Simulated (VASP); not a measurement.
## FeO (Wuestite): single point with PBE

**Experimental background.**

From “W\"ustite: Electric, thermodynamic and optical properties of FeO”, 2012, arxiv:1203.1201, for a bulk crystal of FeO: band gap 2.4 eV (optical).

FeO (Wuestite):

```
Fe O
1.0
     0.00000    2.15540    2.15540
     2.15540    0.00000    2.15540
     2.15540    2.15540    0.00000
Fe O
1 1
Direct
  0.00000 0.00000 0.00000
  0.50000 0.50000 0.50000
```

* Program: VASP 6.6.1
* Task: single point
* Functional: PBE
* Potentials or basis: VASP PAW PBE potentials, release 64 (Fe, O)
* Cutoff: 520 eV
* k mesh: 9 × 9 × 9
* Occupations: gaussian, width 0.05 eV
* Spin: collinear spin, ferromagnetic start
* Starting moments: [3.0, 0.0] μB
* Dipole correction: no
* Further INCAR settings: ALGO = Normal; EDIFF = 1e-06; NBANDS = 18

| Item | Value |
| --- | --- |
| Pressure | -0.2 GPa |
| Band gap on the k mesh | zero (filled and empty bands overlap) |
| Net moment | 4.00 μB per cell |
| Site moments | Fe +3.62; O +0.30 μB |
| Valence electrons inside the program's atomic spheres | Fe 6.73; O 4.99 |

Levels at points of the mesh, in eV from the Fermi level:
Spin up:
```
           k point  band 5  band 6  band 7  band 8  band 9  band 10  band 11  band 12  band 13  band 14
(0.00, 0.00, 0.00)   -3.75   -3.75   -3.75   -3.63   -3.63     0.14    15.51    17.08    17.08    17.08
```
Spin down:
```tsv
k point	band 1	band 2	band 3	band 4	band 5	band 6	band 7	band 8	band 9	band 10
(0.00, 0.00, 0.00)	-20.14	-3.19	-3.19	-3.19	-0.69	-0.69	-0.69	0.24	0.24	0.93
```

Run time: 37 s on 1 thread of Intel Xeon 8259CL, with other jobs on the host, peak memory 0.16 GiB.

Measured gap of FeO: 2.4 eV (optical; quoted in “W\"ustite: Electric, thermodynamic and optical properties of FeO”, 2012, arxiv:1203.1201). This calculation gives 0.00 eV (-2.40 eV). So large a miss can be the level of theory's own, or it may mean another phase, state or a wrong row. The value is that of PBE on a finite k mesh, which can miss the band edges, without temperature or zero-point motion. Semilocal functionals fall short of measured gaps as a rule. The run's magnetic order (collinear spin, ferromagnetic start) needn't be the measured crystal's.

Caveat: a cell with one magnetic atom can't hold antiferromagnetic order, which such compounds often take; semilocal functionals often make such compounds metallic where correlation or magnetic order opens a gap, which also shifts bond lengths.
